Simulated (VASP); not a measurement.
Ho3N:

```
Ho N
1.0
     5.25014    0.00000    0.00000
     0.00000    5.25014    0.00000
     0.00000    0.00000    3.05433
Ho N
3 1
Direct
  0.00000 0.50000 0.50000
  0.50000 0.00000 0.50000
  0.00000 0.00000 0.50000
  0.50000 0.50000 0.00000
```

The cell was generated, and may not be a known phase.

| Quantity | Value |
| --- | --- |
| Program | VASP 6.6.1 |
| Task | relaxation of cell and atoms |
| Functional | PBE |
| Potentials or basis | VASP PAW PBE potentials, release 64 (Ho_3, N), 4f in core |
| Cutoff | 600 eV |
| k mesh | 4 × 4 × 6 |
| Occupations | gaussian, width 0.2 eV |
| Spin | no spin polarisation |

At the start: pressure 6.6 GPa; volume 21.05 Å³/atom.

How do energy, volume and symmetry change on relaxing?

Over 5 steps the energy falls by 67.8 meV/atom and the volume is 24.35 Å³/atom (+15.7 %); space group P4/mmm (No. 123, to 0.1 Å) before and after.

Step by step:
| step | energy change (eV) | largest force (eV/Å) | pressure (GPa) | volume (Å³) |
| --- | --- | --- | --- | --- |
| 1 | 0.0000 | 0.0000 | 6.55 | 84.19 |
| 2 | -0.2616 | 0.0000 | 0.79 | 95.09 |
| 3 | -0.2690 | 0.0000 | -0.43 | 98.48 |
| 4 | -0.2697 | 0.0000 | -0.15 | 97.67 |
| 5 | -0.2712 | 0.0000 | -0.02 | 97.40 |

Final structure:
```cif
data_structure
_symmetry_space_group_name_H-M 'P 1'
_symmetry_Int_Tables_number 1
_cell_length_a 5.5940
_cell_length_b 5.5940
_cell_length_c 3.1126
_cell_angle_alpha 90.000
_cell_angle_beta 90.000
_cell_angle_gamma 90.000
_cell_volume 97.40
loop_
_atom_site_label
_atom_site_type_symbol
_atom_site_fract_x
_atom_site_fract_y
_atom_site_fract_z
_atom_site_occupancy
Ho1 Ho 0.00000 0.50000 0.50000 1
Ho2 Ho 0.50000 0.00000 0.50000 1
Ho3 Ho 0.00000 0.00000 0.50000 1
N1 N 0.50000 0.50000 0.00000 1
```

Caveat: the volume moved by over 15 % at a fixed basis, so the end points are rough; the run has no spin polarisation, though such a crystal can be magnetic.
